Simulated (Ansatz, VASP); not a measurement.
## Ga3SbN2: VASP beside Ansatz

```
Ga Sb N
1.0
     5.81524    0.00000    0.00000
    -2.90762    5.03615    0.00000
     0.00000    0.00000    5.67986
Ga Sb N
3 1 2
Direct
  0.50000 0.00000 0.50000
  0.00000 0.50000 0.50000
  0.50000 0.50000 0.50000
  0.00000 0.00000 0.00000
  0.00000 0.00000 0.39639
  0.00000 0.00000 0.60361
```

Alike in both runs: functional PBE; k mesh 6 × 6 × 4; occupations gaussian, width 0.1 eV; no spin polarisation.

Ansatz relaxed the structure, and its values are those at the end. VASP's run is a single point on that final structure, the one shown.

|  | VASP | Ansatz |
| --- | --- | --- |
| version | VASP 6.6.1 | Ansatz 0.2.0 |
| potentials or method | VASP PAW PBE potentials, release 64 (Ga_d, Sb, N), cutoff 520 eV | scalar-relativistic, plane waves, PAW |
| valence electrons in the cell | 54 | 64 |

|  | VASP | Ansatz | Ansatz less VASP |
| --- | --- | --- | --- |
| gap on the k mesh at the Fermi level (eV) | none | none | - |
| pressure (GPa) | 0.1 | 0.0 | -0.13 |
| rms of the force components (eV/Å) | 0.199 | 0.007 | -0.1917 |

A gap of «none» marks a metal or a gap that the smearing closes. One of these differences is far larger than is usual between the two programs; its cause wasn't traced. VASP's potentials hold 54 valence electrons a cell and Ansatz's 64, so a difference there can come from the potentials and not from the codes.

Neither program's run includes spin-orbit coupling. Noted on VASP's run: the standard files for N, O and F lose accuracy on very short bonds.
